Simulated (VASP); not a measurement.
Here is a VASP 6.6.1 calculation.

INCAR

```
SYSTEM = Ca
PREC     = Accurate       ! precision mode
ENCUT    = 520            ! plane-wave cutoff, eV
EDIFF    = 1E-7           ! SCF threshold, eV
ISMEAR   = -1             ! smearing method
SIGMA    = 0.1            ! smearing width, eV
LREAL    = .FALSE.        ! projectors in reciprocal space
LASPH    = .TRUE.         ! aspherical terms in the spheres
NELM     = 60             ! most SCF steps
ALGO     = Normal         ! electronic algorithm
ISIF     = 2              ! what is computed and relaxed
LWAVE    = .FALSE.        ! write WAVECAR
LCHARG   = .FALSE.        ! write CHGCAR
GGA      = CA             ! functional
NBANDS   = 11             ! bands
```

KPOINTS

```
Automatic mesh
0
G
  5 5 5
  0 0 0
```

The input POSCAR:

```
Ca
1.0
    3.3489906092      0.0000000000      0.0000000000
    0.0000000000      3.3489906092      0.0000000000
    0.0000000000      0.0000000000      3.3489906092
Ca
1
Direct
    0.0000000000      0.0000000000      0.0000000000
```

Potentials or basis: VASP PAW LDA potentials, release 64 (Ca_sv).

Run with:

```console
$ cat potpaw_LDA.64/Ca_sv/POTCAR > POTCAR
$ mpirun -np 1 vasp_std > vasp.out
```

(1) What does it give for the pressure?

Results:

(1) 0.0 GPa.

Caveat: the k points lie up to 0.38 Å⁻¹ apart.
